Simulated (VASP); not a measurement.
Input of a VASP 6.6.1 run:

The input INCAR:

```
  ALGO = Normal
  EDIFF = 1E-7
  ENCUT = 520
  GGA = PE
  ISIF = 2
  ISMEAR = -1
  LASPH = True
  LCHARG = True
  LDAU = True
  LDAUJ = 0 0
  LDAUL = 2 -1
  LDAUPRINT = 1
  LDAUTYPE = 2
  LDAUU = 3 0
  LELF = True
  LMAXMIX = 4
  LREAL = False
  LVHAR = True
  LWAVE = False
  NBANDS = 16
  NELM = 150
  PREC = Accurate
  SIGMA = 0.05
```

KPOINTS

```
k-points
0
Gamma
  10 10 10
```

File POSCAR:

```
CuO
1.0
    2.6461129573      0.0000000000      0.0000000000
    0.0000000000      2.6461129573      0.0000000000
    0.0000000000      0.0000000000      2.6461129573
Cu O
1 1
Direct
    0.0000000000      0.0000000000      0.0000000000
    0.5000000000      0.5000000000      0.5000000000
```

Potentials or basis: VASP PAW PBE potentials, release 64 (Cu, O).

Run with:

```bash
$ cat potpaw_PBE.64/Cu/POTCAR potpaw_PBE.64/O/POTCAR > POTCAR
$ mpirun -np 1 vasp_std > vasp.out
```

(1) Estimate the pressure.

Results:

(1) -3.4 GPa.

Caveat: an odd number of electrons without spin polarisation forces a metal; a magnetic or distorted state may lie lower; U without spin polarisation on a metal has little footing.
